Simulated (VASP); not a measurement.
# Ta3N (P-3m1) in VASP: further runs

Ta3N is run at these levels: PBEsol, PBEsol+U; tasks: single point, relaxation of cell and atoms.

Everything below comes from runs of VASP 6.6.1. Logs are shortened: lines on timing, memory, paths and dates and some standing lists are left out, and cuts for length are marked.

## 1. The cell of the first run

Symmetry: P-3m1, No. 164, trigonal system. Conventional cell: a = 3.032 Å, b = 3.032 Å, c = 7.524 Å, α = 90.00°, β = 90.00°, γ = 120.00°. Ta (site symmetry 3m) has 3 N at 2.19 Å and 12 Ta at 3.01 to 3.15 Å within 3.2 Å. Ta (site symmetry -3m) has 12 Ta at 3.01 to 3.03 Å and 2 N at 3.76 Å within 4.0 Å. Within 2.9 Å of N (site symmetry -3m) lie 6 Ta at 2.19 Å.

## 2. Single point, PBEsol, non-collinear spin, zero start, spin-orbit coupling

The input, INCAR:

```
ALGO = Normal
EDIFF = 1E-6
ENCUT = 520
GGA = PS
GGA_COMPAT = False
ISIF = 2
ISMEAR = -1
LASPH = True
LCHARG = False
LMAXMIX = 4
LORBIT = 11
LORBMOM = True
LREAL = False
LSORBIT = True
LWAVE = False
MAGMOM = 0 0 0 0 0 0 0 0 0 0 0 0
NBANDS = 52
NELM = 150
PREC = Accurate
SIGMA = 0.05
```

The input, KPOINTS:

```
k-points
0
Gamma
  10 10 4
```

The input, POSCAR:

```
Ta3N
1.0
    3.0322239879      0.0000000000      0.0000000000
   -1.5161119940      2.6259830035      0.0000000000
    0.0000000000      0.0000000000      7.5241370000
Ta N
3 1
Direct
    0.6666666667      0.3333333333      0.8260700000
    0.3333333333      0.6666666667      0.1739300000
    0.0000000000      0.0000000000      0.5000000000
    0.0000000000      0.0000000000      0.0000000000
```

Potentials or basis: VASP PAW PBE potentials, release 64 (Ta_pv, N).

Started as:

```bash
$ cat potpaw_PBE.64/Ta_pv/POTCAR potpaw_PBE.64/N/POTCAR > POTCAR
$ mpirun -np 1 vasp_ncl > vasp.out
```

OUTCAR:

```text
EDIFF = 1E-6
   ENCUT = 520
   GGA = PS
   ISIF = 2
   ISMEAR = -1
   LASPH = True
   LORBIT = 11
   LREAL = False
   LSORBIT = True
   NELM = 150
   PREC = Accurate

 ion  position               nearest neighbor table
   1  0.667  0.333  0.826-   4 2.19   4 2.19   4 2.19   3 3.01   3 3.01   3 3.01   2 3.15   2 3.15
                             2 3.15
   2  0.333  0.667  0.174-   4 2.19   4 2.19   4 2.19   3 3.01   3 3.01   3 3.01   1 3.15   1 3.15
                             1 3.15
   3  0.000  0.000  0.500-   1 3.01   2 3.01   1 3.01   2 3.01   1 3.01   2 3.01
   4  0.000  0.000  0.000-   1 2.19   2 2.19   1 2.19   2 2.19   1 2.19   2 2.19

  LATTYP: Found a hexagonal cell.
 ALAT       =     3.0322239879
 C/A-ratio  =     2.4813922158

  Lattice vectors:

 A1 = (   3.0322239879,   0.0000000000,   0.0000000000)
 A2 = (  -1.5161119940,   2.6259830035,   0.0000000000)
 A3 = (   0.0000000000,   0.0000000000,   7.5241370000)

Analysis of symmetry for initial positions (statically):
=====================================================================
 Subroutine PRICEL returns:
 Original cell was already a primitive cell.

 Routine SETGRP: Setting up the symmetry group for a
 hexagonal supercell.

 Subroutine GETGRP returns: Found 12 space group operations
 (whereof 12 operations were pure point group operations)
 out of a pool of 24 trial point group operations.

The static configuration has the point symmetry D_3d.

Analysis of symmetry for dynamics (positions and initial velocities):
=====================================================================
 Subroutine PRICEL returns:
 Original cell was already a primitive cell.

 Routine SETGRP: Setting up the symmetry group for a
 hexagonal supercell.

 Subroutine GETGRP returns: Found 12 space group operations
 (whereof 12 operations were pure point group operations)
 out of a pool of 24 trial point group operations.

The dynamic configuration has the point symmetry D_3d.

Analysis of structural, dynamic, and magnetic symmetry:
=====================================================================
 Subroutine PRICEL returns:
 Original cell was already a primitive cell.

 Routine SETGRP: Setting up the symmetry group for a
 hexagonal supercell.

 Subroutine GETGRP returns: Found 12 space group operations
 (whereof 12 operations were pure point group operations)
 out of a pool of 24 trial point group operations.

The overall configuration has the point symmetry D_3d.

 Subroutine INISYM returns: Found 12 space group operations
 (whereof 12 operations are pure point group operations),
 and found     1 'primitive' translations

----------------------------------------------------------------------------------------

                                     Primitive cell

  volume of cell :      59.9115

  direct lattice vectors                    reciprocal lattice vectors
     3.032223988  0.000000000  0.000000000     0.329790940  0.190404888  0.000000000
    -1.516111994  2.625983004  0.000000000     0.000000000  0.380809776  0.000000000
     0.000000000  0.000000000  7.524137000     0.000000000  0.000000000  0.132905608

  length of vectors
     3.032223988  3.032223988  7.524137000     0.380809776  0.380809776  0.132905608

  position of ions in fractional coordinates (direct lattice)
     0.666666667  0.333333333  0.826070000
     0.333333333  0.666666667  0.173930000
     0.000000000  0.000000000  0.500000000
     0.000000000  0.000000000  0.000000000

  ion indices of the primitive-cell ions
   primitive index   ion index
                 1           1
                 2           2
                 3           3
                 4           4

[... 112 lines left out ...]
 number of electron      38.0000001 magnetization       0.0000000     -0.0000000     -0.0000000

 Free energy of the ion-electron system (eV)
  ---------------------------------------------------
  ext. energy  EPLUGINS =         0.00000000
  ---------------------------------------------------
  free energy    TOTEN  =       -50.51880700 eV

  energy without entropy =      -50.49433890  energy(sigma->0) =      -50.50657295

 E-fermi :   6.4528     XC(G=0): -12.8102

 val. band max:        6.4235737593   @ k =   0.4000  -0.0000   0.2500
 cond. band min:       6.4602136175   @ k =   0.2000   0.2000   0.0000
 fundamental gap:      0.0366398582
 Fermi energy:         6.4527898061

 k-point     1 :       0.0000    0.0000    0.0000
  band No.  band energies     occupation
      1     -33.5606      1.00000
      2     -33.5606      1.00000
      3     -33.4716      1.00000
      4     -33.4716      1.00000
      5     -32.8623      1.00000
      6     -32.8623      1.00000
[... 1261 lines left out ...]
     49      11.1889      0.00000
     50      11.1889      0.00000

 [... further k-points ...]

 [bands above 50 left out]

------------------------ aborting loop because EDIFF is reached ----------------------------------------

  FORCE on cell =-STRESS in cart. coord.  units (eV):
  Direction    XX          YY          ZZ          XY          YZ          ZX
  --------------------------------------------------------------------------------------
  -------------------------------------------------------------------------------------
  Total       -2.8369291     -2.8369291     -2.8003505      0.0000000     -0.0000000      0.0000000
  in kB      -75.8663472    -75.8663472    -74.8881493      0.0000000     -0.0000000      0.0000000
  external PRESSURE =     -75.5402812 kB  Pullay stress =       0.0000000 kB

 VOLUME and BASIS-vectors are now :
 -----------------------------------------------------------------------------
  energy-cutoff  :      520.00
  volume of cell :       59.91
      direct lattice vectors                 reciprocal lattice vectors
     3.032223988  0.000000000  0.000000000     0.329790940  0.190404888  0.000000000
    -1.516111994  2.625983004  0.000000000     0.000000000  0.380809776  0.000000000
     0.000000000  0.000000000  7.524137000     0.000000000  0.000000000  0.132905608

 POSITION                                       TOTAL-FORCE (eV/Angst)
 -----------------------------------------------------------------------------------
      1.51611      0.87533      6.21546         0.000000     -0.000000      0.323646
     -0.00000      1.75066      1.30867        -0.000000      0.000000     -0.323646
      0.00000      0.00000      3.76207         0.000000      0.000000      0.000000
      0.00000      0.00000      0.00000         0.000000      0.000000      0.000000
 -----------------------------------------------------------------------------------
    total drift:                                0.000000     -0.000000      0.000000

  FREE ENERGIE OF THE ION-ELECTRON SYSTEM (eV)
  ---------------------------------------------------
  free  energy   TOTEN  =       -50.5188069974 eV

  energy  without entropy=      -50.4943389009  energy(sigma->0) =      -50.50657295

 orbital moment (x)

 # of ion     p       d       tot
 ----------------------------------------
  1         0.000   0.000   0.000
  2         0.000   0.000   0.000
  3        -0.000  -0.000  -0.000
  4         0.000   0.000   0.000
 ----------------------------------------
            0.000   0.000   0.000

 orbital moment (y)

 # of ion     p       d       tot
 ----------------------------------------
  1         0.000  -0.000  -0.000
  2         0.000  -0.000  -0.000
  3         0.000   0.000   0.000
  4        -0.000   0.000  -0.000
 ----------------------------------------
            0.000  -0.000  -0.000

 orbital moment (z)

 # of ion     p       d       tot
 ----------------------------------------
  1         0.000   0.000   0.000
  2         0.000   0.000   0.000
  3         0.000   0.000   0.000
  4         0.000   0.000   0.000
 ----------------------------------------
            0.000   0.000   0.000

 Spin-Orbit-Coupling matrix elements

 Ion:    1  E_soc:     -1.3855654
 l=   1
     0.0000000    -0.2092199    -0.2093124
    -0.2092199     0.0000000    -0.2092199
    -0.2093124    -0.2092199     0.0000000
 l=   2
     0.0000000    -0.0039325     0.0000000    -0.0039325    -0.0177823
    -0.0039325     0.0000000    -0.0138635    -0.0037912    -0.0039325
     0.0000000    -0.0138635     0.0000000    -0.0138635     0.0000000
    -0.0039325    -0.0037912    -0.0138635     0.0000000    -0.0039325
    -0.0177823    -0.0039325     0.0000000    -0.0039325     0.0000000
 l=   3
     0.0000000     0.0000000     0.0000000     0.0000000     0.0000000     0.0000000     0.0000000
     0.0000000     0.0000000     0.0000000     0.0000000     0.0000000     0.0000000     0.0000000
     0.0000000     0.0000000     0.0000000     0.0000000     0.0000000     0.0000000     0.0000000
     0.0000000     0.0000000     0.0000000     0.0000000     0.0000000     0.0000000     0.0000000
[... 49 lines left out ...]
 l=   2
     0.0000000     0.0000000     0.0000000     0.0000000     0.0000000
     0.0000000     0.0000000     0.0000000     0.0000000     0.0000000
     0.0000000     0.0000000     0.0000000     0.0000000     0.0000000
     0.0000000     0.0000000     0.0000000     0.0000000     0.0000000
     0.0000000     0.0000000     0.0000000     0.0000000     0.0000000
 l=   3
     0.0000000     0.0000000     0.0000000     0.0000000     0.0000000     0.0000000     0.0000000
     0.0000000     0.0000000     0.0000000     0.0000000     0.0000000     0.0000000     0.0000000
     0.0000000     0.0000000     0.0000000     0.0000000     0.0000000     0.0000000     0.0000000
     0.0000000     0.0000000     0.0000000     0.0000000     0.0000000     0.0000000     0.0000000
     0.0000000     0.0000000     0.0000000     0.0000000     0.0000000     0.0000000     0.0000000
     0.0000000     0.0000000     0.0000000     0.0000000     0.0000000     0.0000000     0.0000000
     0.0000000     0.0000000     0.0000000     0.0000000     0.0000000     0.0000000     0.0000000

 total charge

# of ion       s       p       d       tot
------------------------------------------
    1        0.317   6.214   2.378   8.908
    2        0.317   6.214   2.378   8.908
    3        0.362   6.183   2.227   8.772
    4        1.234   2.499   0.000   3.733
--------------------------------------------------
tot          2.230  21.110   6.983  30.322

 magnetization (x)

# of ion       s       p       d       tot
------------------------------------------
    1        0.000  -0.000   0.000  -0.000
    2        0.000  -0.000   0.000  -0.000
    3       -0.000   0.000   0.000   0.000
    4        0.000   0.000   0.000   0.000
--------------------------------------------------
tot          0.000  -0.000   0.000  -0.000

 magnetization (y)

# of ion       s       p       d       tot
------------------------------------------
    1        0.000   0.000   0.000   0.000
    2       -0.000   0.000   0.000   0.000
    3        0.000   0.000   0.000   0.000
    4        0.000   0.000   0.000   0.000
--------------------------------------------------
tot          0.000   0.000   0.000   0.000

 magnetization (z)

# of ion       s       p       d       tot
------------------------------------------
    1        0.000   0.000   0.000   0.000
    2        0.000   0.000   0.000   0.000
    3       -0.000   0.000   0.000  -0.000
    4        0.000   0.000   0.000   0.000
--------------------------------------------------
tot         -0.000   0.000   0.000  -0.000
```

It took 9.6 min on 1 thread of Intel Xeon Platinum 8259CL at 2.50GHz (Skylake/Cascade Lake), shared host; peak memory 0.44 GiB.

Results:

* Free energy: -50.5188 eV
* Pressure: -7.6 GPa
* Largest force: 0.324 eV/Å
* Net moment: 0.00 μB per cell
* Valence electrons inside the program's atomic spheres: Ta 8.91, 8.77 (each value once); N 3.73

Forces on the atoms (eV/Å):
```
Ta   0.000  0.000  0.324
Ta   0.000  0.000 -0.324
Ta   0.000  0.000  0.000
N    0.000  0.000  0.000
```

Stress tensor (GPa, compression positive):
```
-7.59  0.00  0.00
 0.00 -7.59  0.00
 0.00  0.00 -7.49
```

Moments on the atoms (μB; x, y, z):
```
Ta  0.00 0.00 0.00
Ta  0.00 0.00 0.00
Ta  0.00 0.00 0.00
N   0.00 0.00 0.00
```

Caveat: the cell stands under tension; the PAW data sets were made with another functional, which shifts forces and pressure a little.

## 3. Relaxation of cell and atoms, PBEsol+U

The input, INCAR:

```
SYSTEM = Ta3N
ALGO = Normal ; EDIFF = 1E-7
EDIFFG = -0.01 ; ENCUT = 600
GGA = PS ; IBRION = 2
ISIF = 3 ; ISMEAR = -1
LASPH = .True. ; LCHARG = .False.
LDAU = .True. ; LDAUJ = 0 0
LDAUL = 2 -1 ; LDAUPRINT = 1
LDAUTYPE = 2 ; LDAUU = 6 0
LMAXMIX = 4 ; LREAL = .False.
LWAVE = .False. ; NELM = 150
NSW = 60 ; PREC = Accurate
SIGMA = 0.05
```

The input, KPOINTS:

```
k-points
0
Gamma
  10 10 4
  0 0 0
```

POSCAR is that of step 2.

Potentials or basis: VASP PAW PBE potentials, release 64 (Ta_pv, N).

Started as:

```bash
$ cat potpaw_PBE.64/Ta_pv/POTCAR potpaw_PBE.64/N/POTCAR > POTCAR
$ mpirun -np 1 vasp_std > vasp.out
```

Wall time 3.9 min (1 thread of Intel Xeon 6975P-C (Granite Rapids), shared host); peak memory 0.24 GiB.

The run converged. Its results:

| Quantity | Value |
| --- | --- |
| Free energy | -32.9641 eV |
| Relaxed volume | 15.61 Å³/atom |
| Relaxed cell | a = 3.054 Å, b = 3.054 Å, c = 7.729 Å, α = 90.00°, β = 90.00°, γ = 120.00° |
| Space group after relaxing (to 0.1 Å) | P-3m1 (No. 164) |
| Energy gained by relaxing | 24.1 meV/atom |
| Ionic steps | 11 |
| Pressure after relaxing | 0.0 GPa |
| Largest force after relaxing | 0.005 eV/Å |
| Band gap on the k mesh | zero (bands 19 and 20 overlap by 0.51 eV) |

Forces in eV/Å, atoms in the order of the input:
```
Ta   0.000  0.000  0.005
Ta   0.000  0.000 -0.005
Ta   0.000  0.000  0.000
N    0.000  0.000  0.000
```

Step by step:
| step | energy change (eV) | largest force (eV/Å) | pressure (GPa) | volume (Å³) |
| --- | --- | --- | --- | --- |
| 1 | 0.0000 | 0.3050 | 11.17 | 59.91 |
| 2 | 0.4038 | 0.5406 | -20.82 | 69.43 |
| 3 | -0.0903 | 0.0127 | -0.51 | 62.62 |
| 4 | -0.0905 | 0.0029 | -0.15 | 62.53 |
| 5 | -0.0951 | 0.0822 | -0.12 | 62.53 |
| 6 | -0.0956 | 0.1171 | -0.10 | 62.53 |
| 7 | -0.0964 | 0.0345 | 0.08 | 62.44 |
| 8 | -0.0964 | 0.0176 | 0.11 | 62.43 |
| 9 | -0.0964 | 0.0147 | -0.28 | 62.52 |
| 10 | -0.0965 | 0.0030 | -0.07 | 62.47 |
| 11 | -0.0965 | 0.0050 | 0.04 | 62.44 |

Final structure:
```yaml
crystal:
  lattice:
    - [3.05429, 0.00000, 0.00000]
    - [-1.52714, 2.64509, 0.00000]
    - [0.00000, 0.00000, 7.72857]
  atoms:
    - { symbol: Ta, position: [0.66667, 0.33333, 0.82451] }
    - { symbol: Ta, position: [0.33333, 0.66667, 0.17549] }
    - { symbol: Ta, position: [0.00000, 0.00000, 0.50000] }
    - { symbol: N, position: [0.00000, 0.00000, 0.00000] }
```

Levels at points of the mesh, in eV from the Fermi level:
| k point | band 15 | band 16 | band 17 | band 18 | band 19 | band 20 | band 21 | band 22 | band 23 |
| --- | --- | --- | --- | --- | --- | --- | --- | --- | --- |
| (0.00, 0.00, 0.00) | -3.93 | -2.13 | -0.42 | -0.13 | -0.13 | 0.58 | 0.58 | 0.69 | 1.92 |
| (0.50, 0.00, 0.00) | -3.73 | -3.08 | -1.63 | -0.59 | -0.18 | 0.34 | 1.11 | 3.64 | 3.92 |
| (0.00, 0.00, 0.50) | -4.56 | -1.57 | -1.27 | 0.03 | 0.03 | 0.76 | 0.76 | 0.99 | 1.54 |
| (0.50, 0.00, 0.50) | -3.69 | -2.84 | -1.80 | -1.35 | -0.33 | 0.68 | 1.59 | 2.64 | 4.34 |

Eigenvalues of the final occupation matrices:
| site | spin | trace | eigenvalues |
| --- | --- | --- | --- |
| site 1 d | 1 | 1.05 | 0.19 0.19 0.22 0.22 0.24 |
| site 1 d | 2 | 1.05 | 0.19 0.19 0.22 0.22 0.24 |
| site 2 d | 1 | 1.05 | 0.19 0.19 0.22 0.22 0.24 |
| site 2 d | 2 | 1.05 | 0.19 0.19 0.22 0.22 0.24 |
| site 3 d | 1 | 0.97 | 0.12 0.12 0.22 0.22 0.28 |
| site 3 d | 2 | 0.97 | 0.12 0.12 0.22 0.22 0.28 |

Caveat: the PAW data sets were made with another functional, which shifts forces and pressure a little; spin-orbit coupling is left out, which moves the levels of the heavy elements; U without spin polarisation on a metal has little footing.

The gap in the log of VASP goes by the Fermi energy; the results here count the filled bands.